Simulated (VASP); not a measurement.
# TmH2W (P6/mmm) in VASP: further runs

Runs on TmH2W. Level: PBE. Tasks: single point, relaxation of cell and atoms.

Program: VASP 6.6.1. These are calculated values, not measurements. Logs are shortened: lines on timing, memory, paths and dates and some standing lists are left out, and cuts for length are marked.

### Step 1. The cell of the first run

The structure is hexagonal, space group P6/mmm (No. 191). Conventional cell: a = 3.227 Å, b = 3.227 Å, c = 5.997 Å, α = 90.00°, β = 90.00°, γ = 120.00°. Tm (site symmetry 6/mmm) has 2 W at 3.00 Å and 6 Tm at 3.23 Å and 12 H at 3.53 Å within 3.9 Å. Within 2.5 Å of H (site symmetry -6m2) lie 3 H at 1.86 Å and 3 W at 1.86 Å. W (site symmetry 6/mmm) has 6 H at 1.86 Å within 2.5 Å.

The cell was built from a structure type or drawn by symmetry, and may not be a known phase.

### Step 2. Single point, PBE

Input file INCAR:

```
SYSTEM = TmH2W
ALGO = Normal
EDIFF = 1E-6
ENCUT = 500
GGA = PE
GGA_COMPAT = .FALSE.
ISIF = 2
ISMEAR = 0
LASPH = .TRUE.
LCHARG = .FALSE.
LMAXMIX = 6
LREAL = .FALSE.
LWAVE = .FALSE.
NBANDS = 20
NELM = 200
PREC = Accurate
SIGMA = 0.1
```

Input file KPOINTS:

```
k-points
0
G
  6 6 4
  0 0 0
```

Input file POSCAR:

```
TmH2W
1.0
    3.2272154274      0.0000000000      0.0000000000
   -1.6136077137      2.7948505436      0.0000000000
    0.0000000000      0.0000000000      5.9966423527
Tm H W
1 2 1
Direct
    0.0000000000      0.0000000000      0.5000000000
    0.3333333333      0.6666666667      0.0000000000
    0.6666666667      0.3333333333      0.0000000000
    0.0000000000      0.0000000000      0.0000000000
```

Potentials or basis: VASP PAW PBE potentials, release 64 (Tm_3, H, W_sv), 4f in core.

Launch:

```bash
> cat potpaw_PBE.64/Tm_3/POTCAR potpaw_PBE.64/H/POTCAR potpaw_PBE.64/W_sv/POTCAR > POTCAR
> mpirun -np 1 vasp_std > vasp.out
```

OUTCAR:

```text
SYSTEM = TmH2W
   EDIFF = 1E-6
   ENCUT = 500
   GGA = PE
   ISIF = 2
   ISMEAR = 0
   LASPH = .TRUE.
   LREAL = .FALSE.
   NELM = 200
   PREC = Accurate

 ion  position               nearest neighbor table
   1  0.000  0.000  0.500-   4 3.00   4 3.00
   2  0.333  0.667  0.000-   4 1.86   4 1.86   4 1.86
   3  0.667  0.333  0.000-   4 1.86   4 1.86   4 1.86
   4  0.000  0.000  0.000-   2 1.86   3 1.86   2 1.86   3 1.86   3 1.86   2 1.86   1 3.00   1 3.00

  LATTYP: Found a hexagonal cell.
 ALAT       =     3.2272154274
 C/A-ratio  =     1.8581475230

  Lattice vectors:

 A1 = (   3.2272154274,   0.0000000000,   0.0000000000)
 A2 = (  -1.6136077137,   2.7948505436,   0.0000000000)
 A3 = (   0.0000000000,   0.0000000000,   5.9966423527)

Analysis of symmetry for initial positions (statically):
=====================================================================
 Subroutine PRICEL returns:
 Original cell was already a primitive cell.

 Routine SETGRP: Setting up the symmetry group for a
 hexagonal supercell.

 Subroutine GETGRP returns: Found 24 space group operations
 (whereof 24 operations were pure point group operations)
 out of a pool of 24 trial point group operations.

The static configuration has the point symmetry D_6h.

Analysis of symmetry for dynamics (positions and initial velocities):
=====================================================================
 Subroutine PRICEL returns:
 Original cell was already a primitive cell.

 Routine SETGRP: Setting up the symmetry group for a
 hexagonal supercell.

 Subroutine GETGRP returns: Found 24 space group operations
 (whereof 24 operations were pure point group operations)
 out of a pool of 24 trial point group operations.

The dynamic configuration has the point symmetry D_6h.

 Subroutine INISYM returns: Found 24 space group operations
 (whereof 24 operations are pure point group operations),
 and found     1 'primitive' translations

----------------------------------------------------------------------------------------

                                     Primitive cell

[... 82 lines left out ...]
   ISTART =      0    job   : 0-new  1-cont  2-samecut
   ICHARG =      2    charge: 1-file 2-atom 10-const
   ISPIN  =      1    spin polarized calculation?
   LNONCOLLINEAR =      F non collinear calculations
   LSORBIT =      F    spin-orbit coupling
   LASPH  =      T    aspherical Exc in radial PAW
   ENCUT  =  500.0 eV  36.75 Ry    6.06 a.u.   5.88  5.88 10.93*2*pi/ulx,y,z
   NELM   =    200;   NELMIN=  2; NELMDL= -5     # of ELM steps
   EDIFF  = 0.1E-05   stopping-criterion for ELM
   LREAL  =      F    real-space projection
   EDIFFG = 0.1E-04   stopping-criterion for IOM
   NSW    =      0    number of steps for IOM
   IBRION =     -1    ionic relax: 0-MD 1-quasi-New 2-CG
   NFREE  =      0    steps in history (QN), initial steepest desc. (CG)
   ISIF   =      2    stress and relaxation
   ISYM   =      2    0-nonsym 1-usesym 2-fastsym
   POTIM  = 0.5000    time-step for ionic-motion
   TEBEG  =    0.0;   TEEND  =   0.0 temperature during run
   PSTRESS=    0.0 pullay stress
   NELECT =      25.0000    total number of electrons
   NUPDOWN=      -1.0000    fix difference up-down
   EMIN   =  10.00;   EMAX   =-10.00  energy-range for DOS
   EFERMI =   0.00;   METHOD = LEGACY
   ISMEAR =     0;   SIGMA  =   0.10  broadening in eV -4-tet -1-fermi 0-gaus
   EFERMI_NEDOS =   21; number of points for ismear=-14 and -15
   IALGO  =     38    algorithm
   IMIX   =      4    mixing-type and parameters
     AMIX     =   0.40;   BMIX     =  1.00
     AMIX_MAG =   1.60;   BMIX_MAG =  1.00
  volume/ion in A,a.u.               =      13.52        91.25
  Fermi-wavevector in a.u.,A,eV,Ry     =   1.265775  2.391968 21.799078  1.602187
  Thomas-Fermi vector in A             =   2.399011
   LORBIT       =      0    0 simple, 1 ext, 2 COOP (PROOUT), +10 PAW based schemes
   GGA     = PE    functional components
   LHFCALC =     F    Hartree Fock is set to
   AEXX    =    0.0000 exact exchange contribution
   IVDW    =     0    specifies the selected vdW correction
   LEPSILON=     F    determine dielectric tensor
   LRPA    =     F    only Hartree local field effects (RPA)
 non-spin polarized calculation
 Gauss-broadening in eV      SIGMA  =   0.10
  energy-cutoff  :      500.00
  volume of cell :       54.09
 maximum number of plane-waves:      1392
 NGX is ok and might be reduce to    24
   NGX = 11   NGY = 11   NGZ = 21

 number of electron      25.0000001 magnetization

 Free energy of the ion-electron system (eV)
  ---------------------------------------------------
  ext. energy  EPLUGINS =         0.00000000
  ---------------------------------------------------
  free energy    TOTEN  =       -21.86090823 eV

  energy without entropy =      -21.83552789  energy(sigma->0) =      -21.84821806

 E-fermi :   5.1715     XC(G=0): -10.8787

 val. band max:        5.1363281915   @ k =   0.1667   0.1667   0.0000
 cond. band min:       5.1890718901   @ k =   0.0000   0.0000   0.0000
 fundamental gap:      0.0527436986
 Fermi energy:         5.1715226124

 k-point     1 :       0.0000    0.0000    0.0000
  band No.  band energies     occupation
      1     -69.2781      2.00000
      2     -33.5366      2.00000
      3     -33.5366      2.00000
      4     -33.2158      2.00000
      5     -19.9632      2.00000
      6     -19.5733      2.00000
[... 472 lines left out ...]
     19      10.2123      0.00000
     20      10.2123      0.00000

------------------------ aborting loop because EDIFF is reached ----------------------------------------

  FORCE on cell =-STRESS in cart. coord.  units (eV):
  Direction    XX          YY          ZZ          XY          YZ          ZX
  --------------------------------------------------------------------------------------
  -------------------------------------------------------------------------------------
  Total        0.1506946      0.1506946      0.0002387      0.0000000      0.0000000      0.0000000
  in kB        4.4638918      4.4638918      0.0070716      0.0000000      0.0000000      0.0000000
  external PRESSURE =       2.9782851 kB  Pullay stress =       0.0000000 kB

 VOLUME and BASIS-vectors are now :
 -----------------------------------------------------------------------------
  energy-cutoff  :      500.00
  volume of cell :       54.09
      direct lattice vectors                 reciprocal lattice vectors
     3.227215427  0.000000000  0.000000000     0.309864657  0.178900443  0.000000000
    -1.613607714  2.794850544  0.000000000     0.000000000  0.357800886  0.000000000
     0.000000000  0.000000000  5.996642353     0.000000000  0.000000000  0.166759987

 POSITION                                       TOTAL-FORCE (eV/Angst)
 -----------------------------------------------------------------------------------
      0.00000      0.00000      2.99832        -0.000000      0.000000     -0.000000
     -0.00000      1.86323      0.00000        -0.000000      0.000000     -0.000000
      1.61361      0.93162      0.00000         0.000000      0.000000      0.000000
      0.00000      0.00000      0.00000        -0.000000      0.000000     -0.000000
 -----------------------------------------------------------------------------------
    total drift:                               -0.000000      0.000000      0.000000

  FREE ENERGIE OF THE ION-ELECTRON SYSTEM (eV)
  ---------------------------------------------------
  free  energy   TOTEN  =       -21.8609082289 eV

  energy  without entropy=      -21.8355278869  energy(sigma->0) =      -21.84821806
```

OSZICAR:

```text
N       E                     dE             d eps       ncg     rms          rms(c)
DAV:   1     0.179243212543E+03    0.17924E+03   -0.11623E+04   848   0.122E+03
DAV:   2    -0.115790571654E+02   -0.19082E+03   -0.18725E+03   848   0.404E+02
DAV:   3    -0.229353400334E+02   -0.11356E+02   -0.10428E+02  1268   0.785E+01
DAV:   4    -0.234118942418E+02   -0.47655E+00   -0.47242E+00  1232   0.152E+01
DAV:   5    -0.234186565580E+02   -0.67623E-02   -0.67606E-02  1048   0.194E+00    0.288E+01
DAV:   6    -0.230498502016E+02    0.36881E+00   -0.19185E+01  1100   0.160E+01    0.826E+00
DAV:   7    -0.226998941503E+02    0.34996E+00   -0.30143E+01  1128   0.109E+01    0.132E+01
DAV:   8    -0.219396983992E+02    0.76020E+00   -0.26417E+00  1112   0.597E+00    0.485E+00
DAV:   9    -0.218638283817E+02    0.75870E-01   -0.46795E-01  1192   0.217E+00    0.108E+00
DAV:  10    -0.218678134269E+02   -0.39850E-02   -0.10432E-02   992   0.489E-01    0.105E+00
DAV:  11    -0.218610219070E+02    0.67915E-02   -0.24724E-02  1088   0.513E-01    0.223E-01
DAV:  12    -0.218609196744E+02    0.10223E-03   -0.73259E-04   972   0.149E-01    0.817E-02
DAV:  13    -0.218609133712E+02    0.63032E-05   -0.10175E-04  1000   0.693E-02    0.267E-02
DAV:  14    -0.218609106119E+02    0.27593E-05   -0.65446E-06   980   0.207E-02    0.176E-02
DAV:  15    -0.218609084453E+02    0.21666E-05   -0.91180E-06   956   0.126E-02    0.331E-03
DAV:  16    -0.218609082289E+02    0.21641E-06   -0.29582E-07   516   0.402E-03
   1 F= -.21860908E+02 E0= -.21848218E+02  d E =-.253803E-01
```

Run time: 11 s. Hardware: 1 thread of Intel Xeon 6975P-C (Granite Rapids), shared host; peak memory 0.18 GiB.

Results:

```yaml
Free_energy: -21.8609 eV
Pressure: 0.3 GPa
Band_gap_on_the_k_mesh: zero (an odd number of electrons rules out a gap without spin polarisation)
```

Caveat: the k points lie up to 0.37 Å⁻¹ apart, too coarse for converged energies and pressures of a metal; spin-orbit coupling is left out, which moves the levels of the heavy elements; the 4f electrons are frozen in the core, so they carry no moment and show no levels. Spin polarisation is off, so any magnetic state and its effect on volume and gap are missing.

### Step 3. Single point, PBE

This run uses another cell than the first one, of 14.90 Å³/atom.

Input file INCAR:

```
PREC = Accurate ; ENCUT = 500
EDIFF = 1E-6 ; ISMEAR = 0
SIGMA = 0.1 ; LREAL = F
LASPH = T ; NELM = 200
ALGO = Normal ; ISIF = 2
LWAVE = F ; LCHARG = F
GGA = PE ; NBANDS = 20
GGA_COMPAT = F ; LMAXMIX = 6
```

Input file KPOINTS:

```
regular mesh
0
Gamma
  6 6 4
```

Input file POSCAR:

```
TmH2W
1.0
    3.3952116200      0.0000000000      0.0000000000
   -1.6976058100      2.9403395200      0.0000000000
    0.0000000000      0.0000000000      5.9687319300
Tm H W
1 2 1
Direct
    0.0000000000      0.0000000000      0.5000000000
    0.3333333300      0.6666666700      0.0000000000
    0.6666666700      0.3333333300      0.0000000000
    0.0000000000      0.0000000000      0.0000000000
```

Potentials or basis: VASP PAW PBE potentials, release 64 (Tm_3, H, W_sv), 4f in core.

Launch:

```bash
> cat potpaw_PBE.64/Tm_3/POTCAR potpaw_PBE.64/H/POTCAR potpaw_PBE.64/W_sv/POTCAR > POTCAR
> mpirun -np 1 vasp_std > vasp.out
```

It took 16 s on 1 thread of Intel Xeon 6975P-C (Granite Rapids), shared host; peak memory 0.2 GiB.

The run converged. Its results:

| Property | Result |
| --- | --- |
| Free energy | -21.6249 eV |
| Pressure | -8.8 GPa |
| Band gap on the k mesh | zero (an odd number of electrons rules out a gap without spin polarisation) |

Stress tensor (GPa, compression positive):
```
-12.35   0.00   0.00
  0.00 -12.35   0.00
  0.00   0.00  -1.66
```

Levels at points of the mesh, in eV from the Fermi level:
```tsv
k point	band 9	band 10	band 11	band 12	band 13	band 14	band 15	band 16
(0.00, 0.00, 0.00)	-4.33	-1.66	-1.66	-1.61	-0.58	0.06	0.61	0.61
(0.50, 0.00, 0.00)	-5.82	-2.86	-2.29	-0.70	-0.03	1.34	2.37	2.48
(0.00, 0.00, 0.50)	-4.43	-1.64	-1.64	-1.52	0.07	0.11	0.88	0.88
(0.50, 0.00, 0.50)	-5.89	-2.30	-1.41	-0.32	0.32	0.81	1.35	1.62
```

Caveat: the cell stands under tension; spin-orbit coupling is left out, which moves the levels of the heavy elements; the 4f electrons are frozen in the core, so they carry no moment and show no levels. Spin polarisation is off, so any magnetic state and its effect on volume and gap are missing.

(Part 1 of 2 ends here.)
